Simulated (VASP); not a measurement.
Crystal: NaCl.

```
CELL_PARAMETERS angstrom
0.00000 2.63933 2.63933
2.63933 0.00000 2.63933
2.63933 2.63933 0.00000
ATOMIC_POSITIONS crystal
Na 0.00000 0.00000 0.00000
Cl 0.50000 0.50000 0.50000
```

This cell differs from its parent crystal: strain -5.8%.

Base run:

| Quantity | Value |
| --- | --- |
| Program | VASP 6.6.1 |
| Functional | r2SCAN |
| Potentials or basis | VASP PAW PBE potentials, release 64 (Na_pv, Cl) |
| Cutoff | 520 eV |
| k mesh | 8 × 8 × 8 |
| Occupations | gaussian, width 0.01 eV |
| Spin | no spin polarisation |

Its results: band gap on the k mesh 6.88 eV; pressure 7.3 GPa.

Task: The run is repeated on the same cell with these changes: functional from r2SCAN to PBE; occupations from gaussian, width 0.01 eV to fermi-dirac, width 0.02 eV. What comes out?

Result: Band gap on the k mesh 5.99 eV; pressure 9.2 GPa.

Caveats: the cell stands under pressure; the PAW data sets were made with another functional, which shifts forces and pressure a little (at least some runs).

